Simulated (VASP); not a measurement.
Wanted: the native input for a VASP 6.6.1 run.

```
Task                    : single point
Functional              : PBEsol
Potentials or basis     : VASP PAW PBE potentials, release 64 (Be, Te)
Cutoff                  : 520 eV
k mesh                  : 15 × 15 × 15
Occupations             : fermi-dirac, width 0.08 eV
Spin                    : no spin polarisation
Dipole correction       : no
k mesh for the DOS      : 23 × 23 × 23
Occupations for the DOS : tetrahedron
Further INCAR settings  : ALGO = Normal; EDIFF = 1e-06
```

BeTe (rocksalt type):

```
Be Te
1.0
     0.00000    2.65074    2.65074
     2.65074    0.00000    2.65074
     2.65074    2.65074    0.00000
Be Te
1 1
Direct
  0.00000 0.00000 0.00000
  0.50000 0.50000 0.50000
```

One way to write it, as run:

POSCAR

```
BeTe
1.0
    0.0000000000      2.6507383111      2.6507383111
    2.6507383111      0.0000000000      2.6507383111
    2.6507383111      2.6507383111      0.0000000000
Be Te
1 1
Direct
    0.0000000000      0.0000000000      0.0000000000
    0.5000000000      0.5000000000      0.5000000000
```

INCAR.step1

```
ALGO = Normal
EDIFF = 1E-6
ENCUT = 520
GGA = PS
ISIF = 2
ISMEAR = -1
LASPH = True
LCHARG = True
LREAL = False
LWAVE = False
NBANDS = 11
NELM = 80
PREC = Accurate
SIGMA = 0.08
```

KPOINTS.step1

```
k-points
0
Gamma
  15 15 15
```

INCAR.step2

```
ALGO = Normal
EDIFF = 1E-6
ENCUT = 520
GGA = PS
ICHARG = 11
ISIF = 2
ISMEAR = -5
LASPH = True
LCHARG = False
LORBIT = 10
LREAL = False
LWAVE = False
NEDOS = 1001
NELM = 80
PREC = Accurate
SIGMA = 0.08
```

KPOINTS.step2

```
k-points
0
Gamma
  23 23 23
```

Potentials or basis: VASP PAW PBE potentials, release 64 (Be, Te).

The run is started by

```bash
$ cat potpaw_PBE.64/Be/POTCAR potpaw_PBE.64/Te/POTCAR > POTCAR
$ cp INCAR.step1 INCAR
$ cp KPOINTS.step1 KPOINTS
$ mpirun -np 1 vasp_std > vasp.out
$ cp INCAR.step2 INCAR
$ cp KPOINTS.step2 KPOINTS
$ mpirun -np 1 vasp_std > vasp.out
```

Results of the run:

The valence electrons inside the program's atomic spheres are Be 0.80; Te 3.45.

Wall time 110 s on 1 thread of Intel Xeon 8259CL, with other jobs on the host, peak memory 0.26 GiB.
